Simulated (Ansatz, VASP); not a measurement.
# One calculation of Ni, two programs

```
Ni
1.0
     2.50117    0.00000    0.00000
     0.00000    2.50117    0.00000
     0.00000    0.00000    3.53558
Ni
2
Cartesian
  0.0000 0.0000 0.0000
  1.2506 1.2506 1.7678
```

Alike in both runs: task single point; functional revPBE; k mesh 20 × 20 × 15; occupations fermi-dirac, width 0.05 eV; collinear spin.

|  | VASP | Ansatz |
| --- | --- | --- |
| version | VASP 6.6.1 | Ansatz 0.2.0 |
| potentials or method | VASP PAW PBE potentials, release 64 (Ni), cutoff 520 eV | plane waves (420 eV) with PAW, scalar-relativistic |
| valence electrons in the cell | 20 | 36 |

Ansatz gave:

```
pressure (GPa)                                                : 1.0
net moment per atom (μB)                                      : 0.64
size of the moment on the site where the two differ most (μB) : 0.69
```

Task: What did VASP give for the same quantities?

Result: Pressure (GPa): 1.2; net moment per atom (μB): 0.63; size of the moment on the site where the two differ most (μB): 0.65.

VASP's potentials were made for PBE, not for revPBE. Site moments also hang on the region over which each program counts them. VASP's potentials hold 20 valence electrons a cell and Ansatz's 36, so a difference there can come from the potentials and not from the codes.
